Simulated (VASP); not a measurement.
Here is a VASP 6.6.1 calculation.

File INCAR:

```
  ALGO = Normal
  EDIFF = 1E-6
  ENCUT = 520
  GGA = PE
  ISIF = 2
  ISMEAR = 0
  LASPH = T
  LCHARG = T
  LELF = T
  LREAL = F
  LVHAR = T
  LWAVE = F
  NBANDS = 20
  NELM = 100
  PREC = Accurate
  SIGMA = 0.1
```

Contents of KPOINTS:

```
k-points
0
Gamma
  14 10 6
```

The input POSCAR:

```
Te
1.0
    3.2069323718      0.0000000000      0.0000000000
    0.0000000000      4.5148812793      0.0000000000
    0.0000000000      0.0000000000      9.0527371723
Te
4
Direct
    0.5000000000      0.4994767495      0.7600015381
    0.5000000000      0.5005232505      0.2600015381
    0.5000000000      1.0001369412      0.0099984619
    0.5000000000     -0.0001369412      0.5099984619
```

Potentials or basis: VASP PAW PBE potentials, release 64 (Te).

Command:

```bash
$ cat potpaw_PBE.64/Te/POTCAR > POTCAR
$ mpirun -np 1 vasp_std > vasp.out
```

**Question.** Predict the pressure.

**Answer.** 0.0 GPa.

**Question.** Predict the band gap on the k mesh.

**Answer.** Zero (band 12 reaches 8.73 eV, above the bottom of band 13 at 4.91 eV).

Caveat: spin-orbit coupling is left out, which moves the levels of the heavy elements.
